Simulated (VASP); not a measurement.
**TaN: single point with PBEsol**

The system is TaN.

```
CELL_PARAMETERS angstrom
2.89939 0.01114 0.01516
-1.44005 2.46480 -0.00427
0.01488 0.00375 2.80461
ATOMIC_POSITIONS crystal
Ta 0.33138 0.65670 0.50463
N 0.00196 0.00996 0.99537
```

This cell differs from its parent crystal: atoms moved at random and the cell strained at random.

```
Program                : VASP 6.6.1
Task                   : single point
Functional             : PBEsol
Potentials or basis    : VASP PAW PBE potentials, release 64 (Ta_pv, N)
Cutoff                 : 520 eV
k mesh                 : 14 × 14 × 14
Occupations            : gaussian, width 0.1 eV
Spin                   : no spin polarisation
Dipole correction      : no
Further INCAR settings : ALGO = Normal; EDIFF = 1e-07; NBANDS = 15
```

```yaml
Pressure: 25.7 GPa
Largest_force: 1.106 eV/Å
Band_gap_on_the_k_mesh: zero (bands 8 and 9 overlap by 0.33 eV)
```

Forces on the atoms (eV/Å):
```
Ta  -0.221  0.955 -0.514
N    0.221 -0.955  0.514
```

Stress tensor (GPa, compression positive):
```
16.44 -1.64 -2.90
-1.64 29.22 -1.87
-2.90 -1.87 31.30
```

Levels at points of the mesh, in eV from the Fermi level:
| k point | band 5 | band 6 | band 7 | band 8 | band 9 | band 10 | band 11 | band 12 |
| --- | --- | --- | --- | --- | --- | --- | --- | --- |
| (0.00, 0.00, 0.00) | -5.08 | -4.89 | -4.39 | -2.89 | 2.63 | 3.84 | 4.17 | 4.42 |
| (0.50, 0.00, 0.00) | -8.68 | -5.47 | -4.04 | -2.96 | 3.41 | 4.49 | 5.71 | 5.79 |
| (0.00, 0.50, 0.00) | -8.81 | -5.64 | -3.79 | -3.29 | 3.26 | 4.39 | 5.81 | 6.05 |
| (0.50, 0.50, 0.00) | -8.57 | -5.35 | -3.94 | -3.14 | 3.29 | 4.50 | 5.37 | 5.85 |
| (0.00, 0.00, 0.50) | -9.78 | -4.31 | -3.74 | -0.30 | 0.10 | 2.78 | 2.96 | 4.06 |
| (0.50, 0.00, 0.50) | -7.73 | -6.45 | -6.01 | -0.20 | 4.66 | 5.84 | 6.78 | 7.86 |
| (0.00, 0.50, 0.50) | -7.61 | -6.26 | -6.13 | -0.22 | 4.68 | 5.98 | 6.88 | 7.60 |
| (0.50, 0.50, 0.50) | -7.84 | -6.58 | -6.20 | 0.03 | 4.65 | 5.86 | 6.82 | 7.98 |

Wall time 6.1 min on 1 thread of AMD EPYC 7R13, on a shared host, peak memory 0.48 GiB.

Caveat: the cell differs from its parent crystal (atoms moved at random and the cell strained at random); the stress differs along the axes, from 16 to 31 GPa; the PAW data sets were made with another functional, which shifts forces and pressure a little; spin-orbit coupling is left out, which moves the levels of the heavy elements.
